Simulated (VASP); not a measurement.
# Ba2NF (R-3m) in VASP: single point with LDA

Aim: the single point of Ba2NF with LDA.

Program: VASP 6.6.1. These are calculated values, not measurements. Logs are shortened: lines on timing, memory, paths and dates and some standing lists are left out, and cuts for length are marked.

### Step 1. The cell of the first run

The structure is trigonal, space group R-3m (No. 166). The conventional cell has a = 4.022 Å, b = 4.022 Å, c = 20.025 Å, α = 90.00°, β = 90.00°, γ = 120.00°. Within 4.1 Å of Ba (site symmetry 3m) lie 3 N at 2.77 Å and 3 F at 2.95 Å and 9 Ba at 3.82 to 4.02 Å. N (site symmetry -3m) has 6 Ba at 2.77 Å within 3.7 Å. Within 4.1 Å of F (site symmetry -3m) lie 6 Ba at 2.95 Å and 6 F at 4.02 Å and 6 N at 4.07 Å.

### Step 2. Single point, LDA

The input, INCAR:

```
SYSTEM = Ba2NF
PREC = Accurate
ENCUT = 520
EDIFF = 1E-6
ISMEAR = 0
SIGMA = 0.05
LREAL = .False.
LASPH = .True.
NELM = 60
ALGO = Normal
ISIF = 2
LWAVE = .False.
LCHARG = .False.
NBANDS = 24
```

The input, KPOINTS:

```
regular mesh
0
Gamma
  9 9 9
  0 0 0
```

The input, POSCAR:

```
Ba2NF
1.0
    2.0108224243      1.1609488680      6.6751031400
   -2.0108224243      1.1609488680      6.6751031400
    0.0000000000     -2.3218977359      6.6751031400
Ba N F
2 1 1
Direct
    0.7576400200      0.7576400200      0.7576400200
    0.2423599800      0.2423599800      0.2423599800
    0.5000000000      0.5000000000      0.5000000000
    0.0000000000      0.0000000000      0.0000000000
```

Potentials or basis: VASP PAW LDA potentials, release 64 (Ba_sv, N, F).

On the command line:

```bash
$ cat potpaw_LDA.64/Ba_sv/POTCAR potpaw_LDA.64/N/POTCAR potpaw_LDA.64/F/POTCAR > POTCAR
$ mpirun -np 1 vasp_std > vasp.out
```

OUTCAR:

```text
SYSTEM = Ba2NF
   PREC = Accurate
   ENCUT = 520
   EDIFF = 1E-6
   ISMEAR = 0
   LREAL = .False.
   LASPH = .True.
   NELM = 60
   ISIF = 2

 ion  position               nearest neighbor table
   1  0.758  0.758  0.758-   3 2.77   3 2.77   3 2.77   4 2.95   4 2.95   4 2.95   2 3.82   2 3.82
                             2 3.82   2 4.32   2 4.32   2 4.32
   2  0.242  0.242  0.242-   3 2.77   3 2.77   3 2.77   4 2.95   4 2.95   4 2.95   1 3.82   1 3.82
                             1 3.82   1 4.32   1 4.32   1 4.32
   3  0.500  0.500  0.500-   2 2.77   1 2.77   2 2.77   2 2.77   1 2.77   1 2.77
   4  0.000  0.000  0.000-   1 2.95   2 2.95   1 2.95   1 2.95   2 2.95   2 2.95

  LATTYP: Found a trigonal (rhomboedric) cell.
 ALAT       =     7.0674048296
 COS(alpha) =     0.8380960303

  Lattice vectors:

 A1 = (   2.0108224243,   1.1609488680,   6.6751031400)
 A2 = (  -2.0108224243,   1.1609488680,   6.6751031400)
 A3 = (   0.0000000000,  -2.3218977359,   6.6751031400)

Analysis of symmetry for initial positions (statically):
=====================================================================
 Subroutine PRICEL returns:
 Original cell was already a primitive cell.

 Routine SETGRP: Setting up the symmetry group for a
 trigonal (rhombohedral) supercell.

 Subroutine GETGRP returns: Found 12 space group operations
 (whereof 12 operations were pure point group operations)
 out of a pool of 12 trial point group operations.

The static configuration has the point symmetry D_3d.

Analysis of symmetry for dynamics (positions and initial velocities):
=====================================================================
 Subroutine PRICEL returns:
 Original cell was already a primitive cell.

 Routine SETGRP: Setting up the symmetry group for a
 trigonal (rhombohedral) supercell.

 Subroutine GETGRP returns: Found 12 space group operations
 (whereof 12 operations were pure point group operations)
 out of a pool of 12 trial point group operations.

The dynamic configuration has the point symmetry D_3d.

 Subroutine INISYM returns: Found 12 space group operations
 (whereof 12 operations are pure point group operations),
 and found     1 'primitive' translations

----------------------------------------------------------------------------------------

                                     Primitive cell

  volume of cell :      93.4966

  direct lattice vectors                    reciprocal lattice vectors
     2.010822424  1.160948868  6.675103140     0.248654478  0.143560730  0.049936806
    -2.010822424  1.160948868  6.675103140    -0.248654478  0.143560730  0.049936806
     0.000000000 -2.321897736  6.675103140     0.000000000 -0.287121459  0.049936806

  length of vectors
     7.067404830  7.067404830  7.067404830     0.291431668  0.291431668  0.291431668

  position of ions in fractional coordinates (direct lattice)
     0.757640020  0.757640020  0.757640020
     0.242359980  0.242359980  0.242359980
     0.500000000  0.500000000  0.500000000
     0.000000000  0.000000000  0.000000000

  ion indices of the primitive-cell ions
   primitive index   ion index
                 1           1
                 2           2
                 3           3
                 4           4

----------------------------------------------------------------------------------------

 KPOINTS: regular mesh

Automatic generation of k-mesh.
 Grid dimensions read from file:
 generate k-points for:    9    9    9

 Generating k-lattice:

  Cartesian coordinates                     Fractional coordinates (reciprocal lattice)
     0.027628275  0.015951192  0.005548534     0.111111111  0.000000000  0.000000000
    -0.027628275  0.015951192  0.005548534     0.000000000  0.111111111  0.000000000
     0.000000000 -0.031902384  0.005548534     0.000000000  0.000000000  0.111111111

  Length of vectors
     0.032381296  0.032381296  0.032381296

  Shift w.r.t. Gamma in fractional coordinates (k-lattice)
     0.000000000  0.000000000  0.000000000

 Subroutine IBZKPT returns following result:
 ===========================================

 Found     85 irreducible k-points:

 Following reciprocal coordinates:
            Coordinates               Weight
  0.000000  0.000000  0.000000      1.000000
  0.111111  0.000000 -0.000000      6.000000
  0.222222  0.000000 -0.000000      6.000000
  0.333333  0.000000 -0.000000      6.000000
  0.444444  0.000000 -0.000000      6.000000
  0.111111  0.111111 -0.000000      6.000000
[... 16 lines left out ...]
 -0.333333  0.333333  0.000000      6.000000
  0.444444  0.444444 -0.000000      6.000000
 [... further k-points ...]
   k-points           NKPTS =     85   k-points in BZ     NKDIM =     85   number of bands    NBANDS=     24
   number of dos      NEDOS =    301   number of ions     NIONS =      4
   total plane-waves  NPLWV = 157464
   dimension x,y,z NGX =    54 NGY =   54 NGZ =   54
   dimension x,y,z NGXF=   108 NGYF=  108 NGZF=  108
   ions per type =               2   1   1
   NGX,Y,Z   is equivalent  to a cutoff of  12.70, 12.70, 12.70 a.u.
   NGXF,Y,Z  is equivalent  to a cutoff of  25.40, 25.40, 25.40 a.u.
 SYSTEM =  Ba2NF
   PREC   = accura    normal or accurate (medium, high low for compatibility)
   ISTART =      0    job   : 0-new  1-cont  2-samecut
   ICHARG =      2    charge: 1-file 2-atom 10-const
   ISPIN  =      1    spin polarized calculation?
   LNONCOLLINEAR =      F non collinear calculations
   LSORBIT =      F    spin-orbit coupling
   LASPH  =      T    aspherical Exc in radial PAW
   ENCUT  =  520.0 eV  38.22 Ry    6.18 a.u.  13.14 13.14 13.14*2*pi/ulx,y,z
   NELM   =     60;   NELMIN=  2; NELMDL= -5     # of ELM steps
   EDIFF  = 0.1E-05   stopping-criterion for ELM
   LREAL  =      F    real-space projection
   EDIFFG = 0.1E-04   stopping-criterion for IOM
   NSW    =      0    number of steps for IOM
   IBRION =     -1    ionic relax: 0-MD 1-quasi-New 2-CG
   NFREE  =      0    steps in history (QN), initial steepest desc. (CG)
   ISIF   =      2    stress and relaxation
   ISYM   =      2    0-nonsym 1-usesym 2-fastsym
   POTIM  = 0.5000    time-step for ionic-motion
   TEBEG  =    0.0;   TEEND  =   0.0 temperature during run
   PSTRESS=    0.0 pullay stress
   NELECT =      32.0000    total number of electrons
   NUPDOWN=      -1.0000    fix difference up-down
   EMIN   =  10.00;   EMAX   =-10.00  energy-range for DOS
   EFERMI =   0.00;   METHOD = LEGACY
   ISMEAR =     0;   SIGMA  =   0.05  broadening in eV -4-tet -1-fermi 0-gaus
   EFERMI_NEDOS =   21; number of points for ismear=-14 and -15
   IALGO  =     38    algorithm
   IMIX   =      4    mixing-type and parameters
     AMIX     =   0.40;   BMIX     =  1.00
     AMIX_MAG =   1.60;   BMIX_MAG =  1.00
  volume/ion in A,a.u.               =      23.37       157.74
  Fermi-wavevector in a.u.,A,eV,Ry     =   1.145142  2.164005 17.842014  1.311351
  Thomas-Fermi vector in A             =   2.281832
   LORBIT       =      0    0 simple, 1 ext, 2 COOP (PROOUT), +10 PAW based schemes
   GGA     = CA    functional components
   LHFCALC =     F    Hartree Fock is set to
   AEXX    =    0.0000 exact exchange contribution
   IVDW    =     0    specifies the selected vdW correction
   LEPSILON=     F    determine dielectric tensor
   LRPA    =     F    only Hartree local field effects (RPA)
 non-spin polarized calculation
 Gauss-broadening in eV      SIGMA  =   0.05
  energy-cutoff  :      520.00
  volume of cell :       93.50
 maximum number of plane-waves:      2544
 NGX is ok and might be reduce to    54
   NGX = 27   NGY = 27   NGZ = 27

 number of electron      31.9999997 magnetization

 Free energy of the ion-electron system (eV)
  ---------------------------------------------------
  ext. energy  EPLUGINS =         0.00000000
  ---------------------------------------------------
  free energy    TOTEN  =       -23.05930532 eV

  energy without entropy =      -23.05930532  energy(sigma->0) =      -23.05930532

 E-fermi :   2.5176     XC(G=0):  -9.6250

 val. band max:        2.2194652701   @ k =  -0.4444   0.4444   0.0000
 cond. band min:       3.1686113587   @ k =  -0.4444  -0.4444   0.1111
 fundamental gap:      0.9491460886
 Fermi energy:         2.5176211192

 k-point     1 :       0.0000    0.0000    0.0000
  band No.  band energies     occupation
      1     -24.6267      2.00000
      2     -24.4117      2.00000
      3     -20.8004      2.00000
      4     -10.9747      2.00000
      5      -9.3828      2.00000
      6      -9.3828      2.00000
[... 16 lines left out ...]
     23       7.7419      0.00000
     24       8.1023      0.00000

 k-point     2 :       0.1111    0.0000   -0.0000
  band No.  band energies     occupation
      1     -24.6053      2.00000
      2     -24.4040      2.00000
      3     -20.8039      2.00000
      4     -10.9567      2.00000
      5      -9.5572      2.00000
      6      -9.4186      2.00000
[... 16 lines left out ...]
     23       7.7458      0.00000
     24       8.2307      0.00000

 k-point     3 :       0.2222    0.0000   -0.0000
  band No.  band energies     occupation
      1     -24.5488      2.00000
      2     -24.3861      2.00000
      3     -20.8132      2.00000
      4     -10.9165      2.00000
      5      -9.9430      2.00000
      6      -9.6340      2.00000
[... 16 lines left out ...]
     23       8.0470      0.00000
     24       8.6055      0.00000

 k-point     4 :       0.3333    0.0000   -0.0000
  band No.  band energies     occupation
      1     -24.4778      2.00000
      2     -24.3705      2.00000
      3     -20.8251      2.00000
      4     -10.9452      2.00000
      5     -10.2297      2.00000
      6      -9.8114      2.00000
[... 16 lines left out ...]
     23       8.6309      0.00000
     24       8.7384      0.00000

 k-point     5 :       0.4444    0.0000   -0.0000
  band No.  band energies     occupation
      1     -24.4200      2.00000
      2     -24.3708      2.00000
      3     -20.8338      2.00000
      4     -11.0667      2.00000
      5     -10.2746      2.00000
      6      -9.8171      2.00000
[... 16 lines left out ...]
     23       8.5357      0.00000
     24       8.8433      0.00000

 k-point     6 :       0.1111    0.1111   -0.0000
  band No.  band energies     occupation
      1     -24.6036      2.00000
      2     -24.4059      2.00000
      3     -20.8038      2.00000
      4     -10.9545      2.00000
      5      -9.5515      2.00000
      6      -9.4328      2.00000
[... 16 lines left out ...]
     23       7.7277      0.00000
     24       8.2109      0.00000
[... 379 lines left out ...]
 k-point    21 :       0.4444    0.3333   -0.0000
  band No.  band energies     occupation
      1     -24.4368      2.00000
      2     -24.3674      2.00000
      3     -20.8318      2.00000
      4     -11.0014      2.00000
      5     -10.3968      2.00000
      6      -9.8723      2.00000
[... 16 lines left out ...]
     23       8.6505      0.00000
     24       9.7152      0.00000

 k-point    22 :      -0.4444    0.3333    0.0000
  band No.  band energies     occupation
      1     -24.4006      2.00000
      2     -24.3644      2.00000
      3     -20.8378      2.00000
      4     -10.9957      2.00000
      5     -10.3646      2.00000
      6     -10.0206      2.00000
[... 16 lines left out ...]
     23       8.9541      0.00000
     24       9.5170      0.00000

 k-point    23 :      -0.3333    0.3333    0.0000
  band No.  band energies     occupation
      1     -24.3748      2.00000
      2     -24.3748      2.00000
      3     -20.8400      2.00000
      4     -10.9525      2.00000
      5     -10.2454      2.00000
      6     -10.1663      2.00000
[... 16 lines left out ...]
     23       8.8435      0.00000
     24       9.0490      0.00000

 k-point    24 :       0.4444    0.4444   -0.0000
  band No.  band energies     occupation
      1     -24.4250      2.00000
      2     -24.3654      2.00000
      3     -20.8343      2.00000
      4     -11.0555      2.00000
      5     -10.5111      2.00000
      6      -9.7856      2.00000
[... 16 lines left out ...]
     23       8.9460      0.00000
     24       9.5154      0.00000

 [... further k-points ...]

------------------------ aborting loop because EDIFF is reached ----------------------------------------

  FORCE on cell =-STRESS in cart. coord.  units (eV):
  Direction    XX          YY          ZZ          XY          YZ          ZX
  --------------------------------------------------------------------------------------
  -------------------------------------------------------------------------------------
  Total       -2.0917147     -2.0917147     -1.9640327      0.0000000     -0.0000000      0.0000000
  in kB      -35.8440432    -35.8440432    -33.6560591      0.0000000     -0.0000000      0.0000000
  external PRESSURE =     -35.1147152 kB  Pullay stress =       0.0000000 kB

 VOLUME and BASIS-vectors are now :
 -----------------------------------------------------------------------------
  energy-cutoff  :      520.00
  volume of cell :       93.50
      direct lattice vectors                 reciprocal lattice vectors
     2.010822424  1.160948868  6.675103140     0.248654478  0.143560730  0.049936806
    -2.010822424  1.160948868  6.675103140    -0.248654478  0.143560730  0.049936806
     0.000000000 -2.321897736  6.675103140     0.000000000 -0.287121459  0.049936806

 POSITION                                       TOTAL-FORCE (eV/Angst)
 -----------------------------------------------------------------------------------
      0.00000      0.00000     15.17198        -0.000000      0.000000      0.068656
      0.00000      0.00000      4.85333        -0.000000     -0.000000     -0.068656
      0.00000      0.00000     10.01265         0.000000      0.000000      0.000000
      0.00000      0.00000      0.00000        -0.000000      0.000000     -0.000000
 -----------------------------------------------------------------------------------
    total drift:                               -0.000000     -0.000000     -0.000000

  FREE ENERGIE OF THE ION-ELECTRON SYSTEM (eV)
  ---------------------------------------------------
  free  energy   TOTEN  =       -23.0593053220 eV

  energy  without entropy=      -23.0593053220  energy(sigma->0) =      -23.05930532
```

Wall time 8.8 min (1 thread of Intel Xeon Platinum 8488C (Sapphire Rapids), shared host); peak memory 0.43 GiB.

Results:

* Free energy: -23.0593 eV
* Pressure: -3.5 GPa
* Largest force: 0.069 eV/Å
* Band gap on the k mesh: 0.95 eV (least direct gap 0.98 eV)

Forces in eV/Å, atoms in the order of the input:
```
Ba   0.000  0.000  0.069
Ba   0.000  0.000 -0.069
N    0.000  0.000  0.000
F    0.000  0.000  0.000
```

Stress tensor (GPa, compression positive):
```
-3.58  0.00  0.00
 0.00 -3.58  0.00
 0.00  0.00 -3.37
```

Levels at points of the mesh, in eV from the valence-band top:
| k point | band 12 | band 13 | band 14 | band 15 | band 16 | band 17 | band 18 | band 19 | band 20 | band 21 |
| --- | --- | --- | --- | --- | --- | --- | --- | --- | --- | --- |
| (0.00, 0.00, 0.00) | -5.10 | -5.10 | -1.10 | -0.36 | -0.36 | 1.52 | 3.35 | 3.47 | 3.47 | 4.01 |

Caveat: the cell stands under tension; spin-orbit coupling is left out, which moves the levels of the heavy elements; an odd mesh through Γ misses points on the zone boundary, where band edges can lie.
